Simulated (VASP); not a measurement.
# Al (Immm) in VASP: relaxation of cell and atoms with PBE

Aim: the relaxation of cell and atoms of Al with PBE.

All numbers are computed with VASP 6.6.1; they aren't measurements. Logs are shortened: lines on timing, memory, paths and dates and some standing lists are left out, and cuts for length are marked.

## Step 1: The cell of the first run

The structure is orthorhombic, space group Immm (No. 71). Conventional cell: a = 2.808 Å, b = 2.912 Å, c = 4.037 Å, α = 90.00°, β = 90.00°, γ = 90.00°. Al (site symmetry mmm) has 12 Al at 2.81 to 2.91 Å within 3.7 Å.

## Step 2: Relaxation of cell and atoms, PBE

The input, INCAR:

```
SYSTEM = Al
  PREC = Accurate
  ENCUT = 600
  EDIFF = 1E-7
  ISMEAR = 0
  SIGMA = 0.1
  LREAL = .False.
  LASPH = .True.
  NELM = 60
  ALGO = Fast
  ISIF = 3
  LWAVE = .False.
  LCHARG = .False.
  GGA = PE
  IBRION = 2
  NSW = 100
  EDIFFG = -0.01
```

The input, KPOINTS:

```
Automatic mesh
0
Gamma
  26 26 26
  0 0 0
```

The input, POSCAR:

```
Al
1.0
   -1.4038047271      1.4561999687      2.0186484409
    1.4038047271     -1.4561999687      2.0186484409
    1.4038047271      1.4561999687     -2.0186484409
Al
1
Direct
    0.0000000000      0.0000000000      0.0000000000
```

Potentials or basis: VASP PAW PBE potentials, release 64 (Al).

On the command line:

```console
$ cat potpaw_PBE.64/Al/POTCAR > POTCAR
$ mpirun -np 1 vasp_std > vasp.out
```

OUTCAR:

```text
SYSTEM = Al
   PREC = Accurate
   ENCUT = 600
   EDIFF = 1E-7
   ISMEAR = 0
   LREAL = .False.
   LASPH = .True.
   NELM = 60
   ISIF = 3
   GGA = PE
   IBRION = 2
   NSW = 100
   EDIFFG = -0.01

 ion  position               nearest neighbor table
   1  0.000  0.000  0.000-

  LATTYP: Found a body centered orthorhombic cell.
 ALAT       =     2.8076094542
 B/A-ratio  =     1.0373237393
 C/A-ratio  =     1.4379837893

  Lattice vectors:

 A1 = (  -1.4038047271,   1.4561999687,   2.0186484409)
 A2 = (   1.4038047271,  -1.4561999687,   2.0186484409)
 A3 = (   1.4038047271,   1.4561999687,  -2.0186484409)

Analysis of symmetry for initial positions (statically):
=====================================================================
 Subroutine PRICEL returns:
 Original cell was already a primitive cell.

 Routine SETGRP: Setting up the symmetry group for a
 body centered orthorhombic supercell.

 Subroutine GETGRP returns: Found  8 space group operations
 (whereof  8 operations were pure point group operations)
 out of a pool of  8 trial point group operations.

The static configuration has the point symmetry D_2h.

Analysis of symmetry for dynamics (positions and initial velocities):
=====================================================================
 Subroutine PRICEL returns:
 Original cell was already a primitive cell.

 Routine SETGRP: Setting up the symmetry group for a
 body centered orthorhombic supercell.

 Subroutine GETGRP returns: Found  8 space group operations
 (whereof  8 operations were pure point group operations)
 out of a pool of  8 trial point group operations.

The dynamic configuration has the point symmetry D_2h.

 Subroutine INISYM returns: Found  8 space group operations
 (whereof  8 operations are pure point group operations),
 and found     1 'primitive' translations

----------------------------------------------------------------------------------------

                                     Primitive cell

  volume of cell :      16.5062

  direct lattice vectors                    reciprocal lattice vectors
    -1.403804727  1.456199969  2.018648441     0.000000000  0.343359436  0.247690479
     1.403804727 -1.456199969  2.018648441     0.356174894  0.000000000  0.247690479
     1.403804727  1.456199969 -2.018648441     0.356174894  0.343359436  0.000000000

  length of vectors
     2.857643713  2.857643713  2.857643713     0.423374864  0.433833066  0.494728468

  position of ions in fractional coordinates (direct lattice)
     0.000000000  0.000000000  0.000000000

  ion indices of the primitive-cell ions
   primitive index   ion index
                 1           1

----------------------------------------------------------------------------------------

 KPOINTS: Automatic mesh

Automatic generation of k-mesh.
 Grid dimensions read from file:
 generate k-points for:   26   26   26

 Generating k-lattice:

  Cartesian coordinates                     Fractional coordinates (reciprocal lattice)
     0.000000000  0.013206132  0.009526557     0.038461538  0.000000000  0.000000000
     0.013699034  0.000000000  0.009526557     0.000000000  0.038461538  0.000000000
     0.013699034  0.013206132  0.000000000     0.000000000  0.000000000  0.038461538

  Length of vectors
     0.016283649  0.016685887  0.019028018

  Shift w.r.t. Gamma in fractional coordinates (k-lattice)
     0.000000000  0.000000000  0.000000000

 Subroutine IBZKPT returns following result:
 ===========================================

 Found   2471 irreducible k-points:

 Following reciprocal coordinates:
            Coordinates               Weight
  0.000000  0.000000  0.000000      1.000000
  0.038462  0.000000  0.000000      4.000000
  0.076923  0.000000  0.000000      4.000000
  0.115385 -0.000000  0.000000      4.000000
  0.153846 -0.000000  0.000000      4.000000
  0.192308 -0.000000  0.000000      4.000000
[... 16 lines left out ...]
  0.307692  0.038462  0.000000      8.000000
  0.346154  0.038462  0.000000      8.000000
 [... further k-points ...]
   k-points           NKPTS =   2471   k-points in BZ     NKDIM =   2471   number of bands    NBANDS=      5
   number of dos      NEDOS =    301   number of ions     NIONS =      1
   total plane-waves  NPLWV =  13824
   dimension x,y,z NGX =    24 NGY =   24 NGZ =   24
   dimension x,y,z NGXF=    48 NGYF=   48 NGZF=   48
   ions per type =               1
   NGX,Y,Z   is equivalent  to a cutoff of  13.96, 13.96, 13.96 a.u.
   NGXF,Y,Z  is equivalent  to a cutoff of  27.92, 27.92, 27.92 a.u.
 SYSTEM =  Al
   PREC   = accura    normal or accurate (medium, high low for compatibility)
   ISTART =      0    job   : 0-new  1-cont  2-samecut
   ICHARG =      2    charge: 1-file 2-atom 10-const
   ISPIN  =      1    spin polarized calculation?
   LNONCOLLINEAR =      F non collinear calculations
   LSORBIT =      F    spin-orbit coupling
   LASPH  =      T    aspherical Exc in radial PAW
   ENCUT  =  600.0 eV  44.10 Ry    6.64 a.u.   5.71  5.71  5.71*2*pi/ulx,y,z
   NELM   =     60;   NELMIN=  2; NELMDL= -5     # of ELM steps
   EDIFF  = 0.1E-06   stopping-criterion for ELM
   LREAL  =      F    real-space projection
   EDIFFG = -.1E-01   stopping-criterion for IOM
   NSW    =    100    number of steps for IOM
   IBRION =      2    ionic relax: 0-MD 1-quasi-New 2-CG
   NFREE  =      1    steps in history (QN), initial steepest desc. (CG)
   ISIF   =      3    stress and relaxation
   ISYM   =      2    0-nonsym 1-usesym 2-fastsym
   POTIM  = 0.5000    time-step for ionic-motion
   TEBEG  =    0.0;   TEEND  =   0.0 temperature during run
   PSTRESS=    0.0 pullay stress
   NELECT =       3.0000    total number of electrons
   NUPDOWN=      -1.0000    fix difference up-down
   EMIN   =  10.00;   EMAX   =-10.00  energy-range for DOS
   EFERMI =   0.00;   METHOD = LEGACY
   ISMEAR =     0;   SIGMA  =   0.10  broadening in eV -4-tet -1-fermi 0-gaus
   EFERMI_NEDOS =   21; number of points for ismear=-14 and -15
   IALGO  =     68    algorithm
   IMIX   =      4    mixing-type and parameters
     AMIX     =   0.40;   BMIX     =  1.00
     AMIX_MAG =   1.60;   BMIX_MAG =  1.00
  volume/ion in A,a.u.               =      16.51       111.39
  Fermi-wavevector in a.u.,A,eV,Ry     =   0.927326  1.752392 11.700106  0.859934
  Thomas-Fermi vector in A             =   2.053384
   LORBIT       =      0    0 simple, 1 ext, 2 COOP (PROOUT), +10 PAW based schemes
   GGA     = PE    functional components
   LHFCALC =     F    Hartree Fock is set to
   AEXX    =    0.0000 exact exchange contribution
   IVDW    =     0    specifies the selected vdW correction
   LEPSILON=     F    determine dielectric tensor
   LRPA    =     F    only Hartree local field effects (RPA)
 conjugate gradient relaxation of ions
 non-spin polarized calculation
 RMM-DIIS sequential band-by-band and
 Gauss-broadening in eV      SIGMA  =   0.10
  energy-cutoff  :      600.00
  volume of cell :       16.51
 maximum number of plane-waves:       566
   NGX = 11   NGY = 11   NGZ = 11

--------------------------------------- Ionic step        1  -------------------------------------------

 number of electron       3.0000000 magnetization

 Free energy of the ion-electron system (eV)
  ---------------------------------------------------
  ext. energy  EPLUGINS =         0.00000000
  ---------------------------------------------------
  free energy    TOTEN  =        -3.74543816 eV

  energy without entropy =       -3.74357109  energy(sigma->0) =       -3.74450462

------------------------ aborting loop because EDIFF is reached ----------------------------------------

  FORCE on cell =-STRESS in cart. coord.  units (eV):
  Direction    XX          YY          ZZ          XY          YZ          ZX
  --------------------------------------------------------------------------------------
  -------------------------------------------------------------------------------------
  Total        0.1416684     -0.1262213     -0.0148889     -0.0000000      0.0000000      0.0000000
  in kB       13.7510259    -12.2516616     -1.4451875     -0.0000000      0.0000000      0.0000000
  external PRESSURE =       0.0180589 kB  Pullay stress =       0.0000000 kB

 VOLUME and BASIS-vectors are now :
 -----------------------------------------------------------------------------
  energy-cutoff  :      600.00
  volume of cell :       16.51
      direct lattice vectors                 reciprocal lattice vectors
    -1.403804727  1.456199969  2.018648441     0.000000000  0.343359436  0.247690479
     1.403804727 -1.456199969  2.018648441     0.356174894  0.000000000  0.247690479
     1.403804727  1.456199969 -2.018648441     0.356174894  0.343359436  0.000000000
[... 211 lines left out ...]
 POSITION                                       TOTAL-FORCE (eV/Angst)
 -----------------------------------------------------------------------------------
     -0.00000      0.00000      0.00000         0.000000      0.000000      0.000000
 -----------------------------------------------------------------------------------
    total drift:                                0.000000     -0.000000      0.000000

  FREE ENERGIE OF THE ION-ELECTRON SYSTEM (eV)
  ---------------------------------------------------
  free  energy   TOTEN  =        -3.7482028758 eV

  energy  without entropy=       -3.7462687157  energy(sigma->0) =       -3.74723580

--------------------------------------- Ionic step        8  -------------------------------------------

 number of electron       3.0000000 magnetization

 Free energy of the ion-electron system (eV)
  ---------------------------------------------------
  ext. energy  EPLUGINS =         0.00000000
  ---------------------------------------------------
  free energy    TOTEN  =        -3.74821619 eV

  energy without entropy =       -3.74627257  energy(sigma->0) =       -3.74724438

 E-fermi :   8.0213     XC(G=0): -10.1997

 val. band max:        8.0208713281   @ k =  -0.1923   0.3077   0.1923
 cond. band min:       8.0227263835   @ k =  -0.3462  -0.2692   0.0769
 fundamental gap:      0.0018550553
 Fermi energy:         8.0212927270

 k-point     1 :       0.0000    0.0000    0.0000
  band No.  band energies     occupation
      1      -3.1313      2.00000
      2      20.6204      0.00000
      3      20.6380      0.00000
      4      20.6411      0.00000
      5      22.1424      0.00000

 k-point     2 :       0.0385    0.0000    0.0000
  band No.  band energies     occupation
      1      -3.0911      2.00000
      2      19.7560      0.00000
      3      20.4519      0.00000
      4      20.4714      0.00000
      5      22.3653      0.00000

 k-point     3 :       0.0769    0.0000    0.0000
  band No.  band energies     occupation
      1      -2.9703      2.00000
      2      18.2820      0.00000
      3      20.1120      0.00000
      4      20.1318      0.00000
      5      22.7840      0.00000
[... 153 lines left out ...]
 k-point    23 :       0.3077    0.0385    0.0000
  band No.  band energies     occupation
      1      -0.3268      2.00000
      2       8.9747      0.00000
      3      17.6877      0.00000
      4      19.6124      0.00000
      5      20.8289      0.00000

 k-point    24 :       0.3462    0.0385    0.0000
  band No.  band energies     occupation
      1       0.3691      2.00000
      2       7.6930      2.00000
      3      17.7046      0.00000
      4      19.6316      0.00000
      5      20.2513      0.00000

 [... further k-points ...]

------------------------ aborting loop because EDIFF is reached ----------------------------------------

  FORCE on cell =-STRESS in cart. coord.  units (eV):
  Direction    XX          YY          ZZ          XY          YZ          ZX
  --------------------------------------------------------------------------------------
  -------------------------------------------------------------------------------------
  Total       -0.0032822      0.0016898      0.0038627      0.0000000      0.0000000      0.0000000
  in kB       -0.3189844      0.1642278      0.3753989      0.0000000      0.0000000      0.0000000
  external PRESSURE =       0.0735474 kB  Pullay stress =       0.0000000 kB

 VOLUME and BASIS-vectors are now :
 -----------------------------------------------------------------------------
  energy-cutoff  :      600.00
  volume of cell :       16.49
      direct lattice vectors                 reciprocal lattice vectors
    -1.429297632  1.428498480  2.018569397     0.000000000  0.350017873  0.247700178
     1.429297632 -1.428498480  2.018569397     0.349822171  0.000000000  0.247700178
     1.429297632  1.428498480 -2.018569397     0.349822171  0.350017873  0.000000000

 POSITION                                       TOTAL-FORCE (eV/Angst)
 -----------------------------------------------------------------------------------
      2.85860      0.00000      0.00000        -0.000000     -0.000000      0.000000
 -----------------------------------------------------------------------------------
    total drift:                               -0.000000      0.000000      0.000000

  FREE ENERGIE OF THE ION-ELECTRON SYSTEM (eV)
  ---------------------------------------------------
  free  energy   TOTEN  =        -3.7482161937 eV

  energy  without entropy=       -3.7462725718  energy(sigma->0) =       -3.74724438

 reached required accuracy - stopping structural energy minimisation
```

Wall time 13 min (1 thread of Intel Xeon Platinum 8259CL at 2.50GHz (Skylake/Cascade Lake), shared host); peak memory 0.41 GiB.

What came out:

```yaml
Free_energy: -3.7482 eV
Relaxed_volume: 16.49 Å³/atom
Relaxed_cell: a = 2.856 Å, b = 2.856 Å, c = 2.856 Å, α = 119.95°, β = 119.98°, γ = 90.06°
Space_group_after_relaxing_to_0.1_Å: Fm-3m (No. 225)
Energy_gained_by_relaxing: 2.8 meV/atom
Ionic_steps: 8
Pressure_after_relaxing: 0.0 GPa
Band_gap_on_the_k_mesh: zero (an odd number of electrons rules out a gap without spin polarisation)
```

The path:
```tsv
step	energy change (eV)	largest force (eV/Å)	pressure (GPa)	volume (Å³)
1	0.0000	0.0000	0.00	16.51
2	-0.0015	0.0000	-0.05	16.51
3	-0.0027	0.0000	-0.07	16.50
4	-0.0027	0.0000	-0.07	16.50
5	-0.0027	0.0000	-0.07	16.50
6	-0.0028	0.0000	0.04	16.48
7	-0.0028	0.0000	0.07	16.47
8	-0.0028	0.0000	0.01	16.49
```

Final structure:
```yaml
crystal:
  lattice:
    - [-1.42930, 1.42850, 2.01857]
    - [1.42930, -1.42850, 2.01857]
    - [1.42930, 1.42850, -2.01857]
  atoms:
    - { symbol: Al, position: [0.00000, 0.00000, 0.00000] }
```
